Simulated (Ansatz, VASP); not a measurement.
## Two plane-wave programs on TiC

```
Ti C
1.0
     3.04282    0.00000    0.00000
    -1.52141    2.63516    0.00000
     0.00000    0.00000    2.69679
Ti C
1 1
Direct
  0.00000 0.00000 0.00000
  0.66667 0.33333 0.50000
```

Change from the starting cell: species swapped into the WC type (P-6m2, No. 187).

Alike in both runs: functional PBE; k mesh 12 × 12 × 14; occupations gaussian, width 0.01 eV; no spin polarisation.

Ansatz relaxed the structure, and its values are those at the end. VASP's run is a single point on that final structure, the one shown.

|  | VASP | Ansatz |
| --- | --- | --- |
| version | VASP 6.6.1 | Ansatz 0.2.0 |
| potentials or method | VASP PAW PBE potentials, release 64 (Ti_sv, C), cutoff 520 eV | scalar-relativistic, plane waves, PAW |
| valence electrons in the cell | 16 | 16 |

VASP gave:

```
gap on the k mesh at the Fermi level (eV) : none
pressure (GPa)                            : 0.1
```

Q: Which values does Ansatz return?

A: gap on the k mesh at the Fermi level (eV): none; pressure (GPa): 0.0.

A gap of «none» marks a metal or a gap that the smearing closes.
